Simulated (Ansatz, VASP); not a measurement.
One calculation of Al2O3, two programs

File INCAR:

```
SYSTEM = Al2O3
PREC     = Accurate       ! precision mode
ENCUT    = 520            ! plane-wave cutoff, eV
EDIFF    = 1E-7           ! SCF threshold, eV
ISMEAR   = 0              ! smearing method
SIGMA    = 0.05           ! smearing width, eV
LREAL    = .FALSE.        ! projectors in reciprocal space
LASPH    = .TRUE.         ! aspherical terms in the spheres
NELM     = 60             ! most SCF steps
ALGO     = Normal         ! electronic algorithm
ISIF     = 2              ! what is computed and relaxed
LWAVE    = .FALSE.        ! write WAVECAR
LCHARG   = .FALSE.        ! write CHGCAR
GGA      = PE             ! functional
NBANDS   = 35             ! bands
```

File KPOINTS:

```
regular mesh
0
G
  6 6 6
  0 0 0
```

File POSCAR:

```
Al2O3
1.0
    2.3570281816      1.3608308551      4.0649308019
   -2.3570281816      1.3608308551      4.0649308019
    0.0000000000     -2.7216617102      4.0649308019
Al O
4 6
Direct
    0.8521293568      0.8521293568      0.8521293568
    0.6478706432      0.6478706432      0.6478706432
    0.1478706432      0.1478706432      0.1478706432
    0.3521293568      0.3521293568      0.3521293568
    0.0561574040      0.4438425960      0.7500000000
    0.7500000000      0.0561574040      0.4438425960
    0.4438425960      0.7500000000      0.0561574040
    0.9438425960      0.5561574040      0.2500000000
    0.2500000000      0.9438425960      0.5561574040
    0.5561574040      0.2500000000      0.9438425960
```

Input for Ansatz:

```yaml
crystal:
  lattice:
    - [2.3570281816, 1.3608308551, 4.0649308019]
    - [-2.3570281816, 1.3608308551, 4.0649308019]
    - [0.0, -2.7216617102, 4.0649308019]
  atoms:
    - { symbol: Al, position: [0.8521293568, 0.8521293568, 0.8521293568] }
    - { symbol: Al, position: [0.6478706432, 0.6478706432, 0.6478706432] }
    - { symbol: Al, position: [0.1478706432, 0.1478706432, 0.1478706432] }
    - { symbol: Al, position: [0.3521293568, 0.3521293568, 0.3521293568] }
    - { symbol: O, position: [0.056157404, 0.443842596, 0.75] }
    - { symbol: O, position: [0.75, 0.056157404, 0.443842596] }
    - { symbol: O, position: [0.443842596, 0.75, 0.056157404] }
    - { symbol: O, position: [0.943842596, 0.556157404, 0.25] }
    - { symbol: O, position: [0.25, 0.943842596, 0.556157404] }
    - { symbol: O, position: [0.556157404, 0.25, 0.943842596] }
basis:
  ecutwfc: 520.0
kpoints:
  mp_grid: { grid: [6, 6, 6] }
hamiltonian:
  xc: pbe
  pseudopotentials: { kind: paw, azcp: { folder: soft_1 } }
scf:
  occupations: { method: gaussian, width: 0.05 }
output:
  forces: true
  stress: true
  eigenvalues: true
```

Alike in both runs: task single point; functional PBE; k mesh 6 × 6 × 6; occupations gaussian, width 0.05 eV; no spin polarisation.

```csv
,VASP,Ansatz
version,VASP 6.6.1,Ansatz 0.2.0
potentials or method,"VASP PAW PBE potentials, release 64 (Al, O), cutoff 520 eV","scalar-relativistic, plane waves, PAW"
valence electrons in the cell,48,48
```

VASP gave:

```
gap on the k mesh at the Fermi level (eV) : 6.76
least direct gap on the mesh (eV)         : 6.76
rms of the force components (eV/Å)        : 0.201
```

What did Ansatz give for the same quantities?

gap on the k mesh at the Fermi level (eV): 6.76; least direct gap on the mesh (eV): 6.76; rms of the force components (eV/Å): 0.195.

Atom by atom the forces differ by 0.007 eV/Å (rms over components).
